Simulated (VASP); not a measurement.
Wanted: the native input for a VASP 6.6.1 run.

```
Task                   : single point
Functional             : r2SCAN
Potentials or basis    : VASP PAW PBE potentials, release 64 (P)
Cutoff                 : 520 eV
k mesh                 : 11 × 11 × 11
Occupations            : fermi-dirac, width 0.1 eV
Spin                   : no spin polarisation
Dipole correction      : no
Further INCAR settings : ALGO = Normal; EDIFF = 1e-06; NBANDS = 12
```

P:

```xyz
2
Lattice="0.0000 2.6965 2.6965 2.6965 0.0000 2.6965 2.6965 2.6965 0.0000" Properties=species:S:1:pos:R:3 pbc="T T T"
P     0.0000    0.0000    0.0000
P     1.3483    1.3483    1.3483
```

These files were run (other wordings do the same):

POSCAR

```
P
1.0
    0.0000000000      2.6965208739      2.6965208739
    2.6965208739      0.0000000000      2.6965208739
    2.6965208739      2.6965208739      0.0000000000
P
2
Direct
    0.0000000000      0.0000000000      0.0000000000
    0.2500000000      0.2500000000      0.2500000000
```

INCAR.step1

```
SYSTEM = P
PREC = Accurate
ENCUT = 520
ISMEAR = -1
SIGMA = 0.1
LREAL = .FALSE.
LASPH = .TRUE.
NELM = 60
NBANDS = 12
GGA = PE
ALGO = Normal
EDIFF = 1E-4
LWAVE = .TRUE.
LCHARG = .FALSE.
```

INCAR.step2

```
SYSTEM = P
PREC = Accurate
ENCUT = 520
EDIFF = 1E-6
ISMEAR = -1
SIGMA = 0.1
LREAL = .FALSE.
LASPH = .TRUE.
NELM = 60
ALGO = Normal
ISIF = 2
LWAVE = .FALSE.
LCHARG = .FALSE.
METAGGA = R2SCAN
LMIXTAU = .TRUE.
NBANDS = 12
ISTART = 1
```

KPOINTS

```
Automatic mesh
0
G
  11 11 11
  0 0 0
```

Potentials or basis: VASP PAW PBE potentials, release 64 (P).

The run is started by

```console
$ cat potpaw_PBE.64/P/POTCAR > POTCAR
$ cp INCAR.step1 INCAR
$ mpirun -np 1 vasp_std > vasp.out
$ cp INCAR.step2 INCAR
$ mpirun -np 1 vasp_std > vasp.out
```

Results of the run:

```json
{"Pressure": "0.7 GPa", "Band gap on the k mesh": "zero (band 5 reaches 7.41 eV, above the bottom of band 6 at 5.46 eV)"}
```

Caveat: the PAW data sets were made with another functional, which shifts forces and pressure a little.

It took 54 s on 1 thread of Intel Xeon 6975P-C, with other jobs on the host, peak memory 0.16 GiB.
